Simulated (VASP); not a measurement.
Write the native input for VASP 6.6.1 that does the following.

* Task: single point
* Functional: PBEsol
* Potentials or basis: VASP PAW PBE potentials, release 64 (Ni)
* Cutoff: 520 eV
* k mesh: 12 × 12 × 1
* Occupations: fermi-dirac, width 0.05 eV
* Spin: collinear spin, ferromagnetic start
* Starting moments: [1.0] μB
* Dipole correction: yes
* Further INCAR settings: ALGO = Normal; EDIFF = 1e-06; NBANDS = 15

The structure of Ni lies in POSCAR:

```
Ni
1.0
    2.2591100000      0.0000000000      0.0000000000
    0.0000000000      2.2591100000      0.0000000000
    0.0000000000      0.0000000000     23.8000000000
Ni
1
Direct
    0.5000000000      0.5000000000      0.2941200000
```

These files were run (other wordings do the same):

INCAR

```
SYSTEM = Ni
PREC = Accurate ; ENCUT = 520
EDIFF = 1E-6 ; ISMEAR = -1
SIGMA = 0.05 ; LREAL = .False.
LASPH = .True. ; NELM = 150
ALGO = Normal ; ISIF = 2
LWAVE = .False. ; LCHARG = .True.
ISPIN = 2 ; MAGMOM = 1
LORBIT = 11 ; LMAXMIX = 4
LDIPOL = .True. ; IDIPOL = 3
DIPOL = 0.5 0.5 0.294 ; GGA = PS
LELF = .True. ; LVHAR = .True.
LVACPOTAV = .True. ; NBANDS = 15
```

KPOINTS

```
Automatic mesh
0
Gamma
  12 12 1
  0 0 0
```

Potentials or basis: VASP PAW PBE potentials, release 64 (Ni).

The run is started by

```console
$ cat potpaw_PBE.64/Ni/POTCAR > POTCAR
$ mpirun -np 1 vasp_std > vasp.out
```

Results of the run:

The net moment is 0.86 μB per cell, the site moments are Ni +0.88 μB and the valence electrons inside the program's atomic spheres are Ni 9.16.

It took 89 s on 1 thread of Intel(R) Xeon(R) Platinum 8559C (Emerald Rapids), with other jobs on the host, peak memory 0.31 GiB.
